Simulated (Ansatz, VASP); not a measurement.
# GaAs in VASP and in Ansatz

```xyz
2
Lattice="0.0000 2.9019 2.9019 2.9019 0.0000 2.9019 2.9019 2.9019 0.0000" Properties=species:S:1:pos:R:3 pbc="T T T"
Ga    0.0000    0.0000    0.0000
As    4.3529    4.3529    4.3529
```

Alike in both runs: task relaxation of cell and atoms; functional RPBE; k mesh 12 × 12 × 12; occupations gaussian, width 0.01 eV; no spin polarisation.

```csv
,VASP,Ansatz
version,VASP 6.6.1,Ansatz 0.2.0
potentials or method,"VASP PAW PBE potentials, release 64 (Ga_d, As), cutoff 600 eV","scalar-relativistic, plane waves, PAW"
valence electrons in the cell,18,28
```

```tsv
	VASP	Ansatz	Ansatz less VASP
gap on the k mesh at the Fermi level, each at its own relaxed structure (eV)	0.05	0.07	+0.014
relaxed volume (Å³/atom)	24.49	24.45	-0.043
relaxed length of the cell vector where the two differ most in proportion (Å)	4.107	4.104	-0.0024
```

VASP's potentials were made for PBE, not for RPBE. VASP's potentials hold 18 valence electrons a cell and Ansatz's 28, so a difference there can come from the potentials and not from the codes.
